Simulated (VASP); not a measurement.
Runs of VASP 6.6.1 on Ti. The structure is that of space group Im-3m (No. 229), or close to it. The cells are those of the table. 

```csv
task,cell,k mesh,cutoff (eV),gap on the mesh (eV),pressure (GPa)
single point,"a = 2.820 Å, angles 109.5°, 1 atom",15 × 15 × 15,520,none,-4.3
single point,"a = 2.783 Å, angles 109.5°, 1 atom",13 × 13 × 13,520,none,-0.3
single point,"a = 2.746 Å, angles 109.5°, 1 atom",15 × 15 × 15,520,none,4.5
relaxation of cell and atoms,"relaxed from a = 2.841 Å, angles 109.5°, 1 atom",13 × 13 × 13,600,none,0.0
single point,"a = 2.707 Å, angles 109.5°, 1 atom",15 × 15 × 15,520,none,10.3
single point,"a = 2.891 Å, angles 109.5°, 1 atom",15 × 15 × 15,520,none,(b)
single point,"a = 2.856 Å, angles 109.5°, 1 atom",15 × 15 × 15,520,none,(a)
```

Alike in all rows: level PBEsol; potentials or basis VASP PAW PBE potentials, release 64 (Ti_sv); no spin polarisation; smearing fermi-dirac 0.1 eV.

Fill in the values left out.

(a) -7.7; (b) -10.6.

Caveats: the PAW data sets were made with another functional, which shifts forces and pressure a little.

A gap of «none» marks levels without a gap at the run's occupations.
